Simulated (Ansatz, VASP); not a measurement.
## Two plane-wave programs on Tl

```
CELL_PARAMETERS angstrom
3.54240 0.00000 0.00000
-1.77120 3.06781 0.00000
0.00000 0.00000 5.52500
ATOMIC_POSITIONS crystal
Tl 0.33333 0.66667 0.25000
Tl 0.66667 0.33333 0.75000
```

Change from the starting cell: strain +0.025 along x and y, +0.000 along z, atoms carried along.

Alike in both runs: task single point; functional PBE; k mesh 18 × 18 × 10; occupations gaussian, width 0.15 eV; no spin polarisation.

```csv
,VASP,Ansatz
version,VASP 6.6.1,Ansatz 0.2.0
potentials or method,"VASP PAW PBE potentials, release 64 (Tl_d), cutoff 520 eV","scalar-relativistic, plane waves, PAW"
valence electrons in the cell,26,26
```

|  | VASP | Ansatz | Ansatz less VASP |
| --- | --- | --- | --- |
| gap on the k mesh at the Fermi level (eV) | none | none | - |
| pressure (GPa) | 1.4 | 1.4 | +0.06 |
| traceless stress, the component that is largest in VASP (GPa) | 0.35 | 0.35 | +0.004 |

A gap of «none» marks a metal or a gap that the smearing closes.

Spin-orbit coupling is off throughout.
